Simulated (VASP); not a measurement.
Here is a VASP 6.6.1 calculation.

The input INCAR:

```
SYSTEM = Na
PREC = Accurate ; ENCUT = 600
EDIFF = 1E-6 ; ISMEAR = 0
SIGMA = 0.1 ; LREAL = .False.
LASPH = .True. ; NELM = 100
ALGO = Fast ; ISIF = 3
LWAVE = .False. ; LCHARG = .False.
GGA = PE ; IBRION = 2
NSW = 100 ; EDIFFG = -0.002
```

KPOINTS

```
Automatic mesh
0
Gamma
  14 14 14
  0 0 0
```

POSCAR

```
Na
1.0
   -2.1175000000      2.1175000000      2.1175000000
    2.1175000000     -2.1175000000      2.1175000000
    2.1175000000      2.1175000000     -2.1175000000
Na
1
Direct
    0.0000000000      0.0000000000      0.0000000000
```

Potentials or basis: VASP PAW PBE potentials, release 64 (Na_pv).

The run is started by

```console
$ cat potpaw_PBE.64/Na_pv/POTCAR > POTCAR
$ mpirun -np 1 vasp_std > vasp.out
```

Problem. What does it give for the band gap on the k mesh?

Solution. Zero (an odd number of electrons rules out a gap without spin polarisation).

Problem. Estimate the space group after relaxing (to 0.1 Å).

Solution. Im-3m (No. 229).

Problem. Estimate the relaxed cell.

Solution. a = 3.641 Å, b = 3.641 Å, c = 3.641 Å, α = 109.47°, β = 109.47°, γ = 109.47°.

Problem. Predict the relaxed volume.

Solution. 37.16 Å³/atom.

Step by step:
```csv
step,energy change (eV),largest force (eV/Å),pressure (GPa),volume (Å³)
1,0.0000,0.0000,-0.19,37.98
2,-0.0003,0.0000,-0.08,37.73
3,-0.0003,0.0000,-0.13,37.68
4,-0.0004,0.0000,-0.09,37.58
5,-0.0005,0.0000,-0.03,37.39
6,-0.0006,0.0000,-0.03,37.31
7,-0.0006,0.0000,0.01,37.16
```
